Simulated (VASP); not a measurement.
The system is Bi2Te2O3.

```xyz
7
Lattice="5.7071 0.0000 0.0000 -2.8535 4.9425 0.0000 0.0000 0.0000 6.7495" Properties=species:S:1:pos:R:3 pbc="T T T"
Bi    0.0000    0.0000    1.9465
Bi    0.0000    0.0000    4.8030
Te    0.0000    3.2950    0.0000
Te    2.8535    1.6475    0.0000
O     2.8535    0.0000    3.3748
O    -1.4268    2.4712    3.3748
O     1.4268    2.4712    3.3748
```

The cell was built from a structure type or drawn by symmetry, and may not be a known phase.

| Quantity | Value |
| --- | --- |
| Program | VASP 6.6.1 |
| Task | relaxation of cell and atoms |
| Functional | PBE |
| Potentials or basis | VASP PAW PBE potentials, release 64 (Bi_d, Te, O) |
| Cutoff | 600 eV |
| k mesh | 3 × 3 × 2 |
| Occupations | gaussian, width 0.15 eV |
| Spin | no spin polarisation |

At the start: pressure -9.8 GPa; volume 27.20 Å³/atom.

Question: Where does the relaxation end?

Answer: Over 11 steps the energy falls by 537.5 meV/atom and the volume is 22.32 Å³/atom (-17.9 %); space group P6/mmm (No. 191, to 0.1 Å) before and after.

The path:
| step | energy change (eV) | largest force (eV/Å) | pressure (GPa) | volume (Å³) |
| --- | --- | --- | --- | --- |
| 1 | 0.0000 | 0.6778 | -9.77 | 190.38 |
| 2 | -2.9773 | 0.4982 | -2.65 | 147.69 |
| 3 | -3.1648 | 0.4954 | 2.15 | 138.67 |
| 4 | -3.3997 | 1.3244 | 1.83 | 141.55 |
| 5 | -3.4623 | 1.8749 | 1.93 | 144.24 |
| 6 | -3.6068 | 1.4528 | 1.10 | 147.75 |
| 7 | -3.7363 | 0.6235 | 0.33 | 153.09 |
| 8 | -3.6638 | 1.6008 | 0.11 | 163.93 |
| 9 | -3.7625 | 0.1604 | 0.20 | 156.75 |
| 10 | -3.7627 | 0.1139 | 0.20 | 156.50 |
| 11 | -3.7627 | 0.0690 | 0.21 | 156.25 |

Final structure:
```
Bi Te O
1.0
     4.82762    0.00000    0.00000
    -2.41381    4.18084    0.00000
     0.00000    0.00000    7.74141
Bi Te O
2 2 3
Cartesian
  0.0000 0.0000 2.5152
  0.0000 0.0000 5.2262
  0.0000 2.7872 0.0000
  2.4138 1.3936 0.0000
  2.4138 0.0000 3.8707
  -1.2069 2.0904 3.8707
  1.2069 2.0904 3.8707
```

Caveat: the k points lie up to 0.50 Å⁻¹ apart in the final cell; the volume moved by over 15 % at a fixed basis, so the end points are rough; the relaxation stopped at a loose force limit of 0.08 eV/Å, so its end isn't a converged minimum.
